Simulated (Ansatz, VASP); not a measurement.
GaN: VASP beside Ansatz

File POSCAR:

```
GaN
1.0
    3.1800000000      0.0000000000      0.0000000000
   -1.5900000000      2.7539607840      0.0000000000
    0.0000000000      0.0000000000      5.1660000000
Ga N
2 2
Direct
    0.6666666667      0.3333333333      0.5000000000
    0.3333333333      0.6666666667      0.0000000000
    0.6666666667      0.3333333333      0.8750000000
    0.3333333333      0.6666666667      0.3750000000
```

INCAR.step1

```
PREC = Accurate
ENCUT = 520
EDIFF = 1E-5
ISMEAR = -1
SIGMA = 0.05
LREAL = False
LASPH = True
NELM = 100
ALGO = Normal
ISIF = 2
LWAVE = True
LCHARG = False
GGA = PE
NBANDS = 26
```

File INCAR.step2:

```
PREC = Accurate
ENCUT = 520
EDIFF = 1E-6
ISMEAR = -1
SIGMA = 0.05
LREAL = False
LASPH = True
NELM = 100
ALGO = Normal
ISIF = 2
LWAVE = False
LCHARG = False
METAGGA = R2SCAN
LHFCALC = True
AEXX = 0.1
LMIXTAU = True
PRECFOCK = Normal
ISTART = 1
NBANDS = 26
```

Contents of KPOINTS:

```
regular mesh
0
Gamma
  5 5 3
```

Contents of input.yaml:

```yaml
crystal:
  lattice:
    - [3.18, 0.0, 0.0]
    - [-1.59, 2.753960784, 0.0]
    - [0.0, 0.0, 5.166]
  atoms:
    - { symbol: Ga, position: [0.6666666667, 0.3333333333, 0.5] }
    - { symbol: Ga, position: [0.3333333333, 0.6666666667, 0.0] }
    - { symbol: "N", position: [0.6666666667, 0.3333333333, 0.875] }
    - { symbol: "N", position: [0.3333333333, 0.6666666667, 0.375] }
hamiltonian:
  xc: r2scanh
  pseudopotentials: { kind: paw }
kpoints:
  mp_grid: { grid: [5, 5, 3] }
  band_path:
    path:
      - [[0.0, 0.0, 0.0], [0.5, 0.0, 0.0], [0.3333333333, 0.3333333333, 0.0], [0.0, 0.0, 0.0], [0.0, 0.0, 0.5], [0.5, 0.0, 0.5], [0.3333333333, 0.3333333333, 0.5], [0.0, 0.0, 0.5]]
      - [[0.5, 0.0, 0.5], [0.5, 0.0, 0.0]]
      - [[0.3333333333, 0.3333333333, 0.0], [0.3333333333, 0.3333333333, 0.5]]
    npoints: 4
scf:
  occupations: { method: fermi_dirac, width: 0.05 }
  n_extra_bands: 10
output:
  forces: true
  stress: true
  eigenvalues: true
  fatbands: false
```

Alike in both runs: functional r2SCANh; k mesh 5 × 5 × 3; occupations fermi-dirac, width 0.05 eV; no spin polarisation.

|  | VASP | Ansatz |
| --- | --- | --- |
| version | VASP 6.6.1 | Ansatz 0.2.0 |
| potentials or method | VASP PAW PBE potentials, release 64 (Ga_d, N) | Ansatz PAW |
| plane-wave cutoff (eV) | 520 | 500 |
| valence electrons in the cell | 36 | 36 |
| task | single point | band structure |

```tsv
	VASP	Ansatz	Ansatz less VASP
gap on the k mesh at the Fermi level (eV)	3.12	3.11	-0.010
least direct gap on the mesh (eV)	3.12	3.11	-0.010
pressure (GPa)	0.6	-0.5	-1.01
traceless stress, the component that is largest in VASP (GPa)	1.13	1.17	+0.040
rms of the force components (eV/Å)	0.083	0.086	+0.0028
```

VASP's potentials were made for PBE, not for r2SCANh. Atom by atom the forces differ by 0.003 eV/Å (rms over components). The functional is the same, so the differences come from potentials, cutoffs and numerics.

The k mesh is coarse, so the values compare programs but aren't converged.
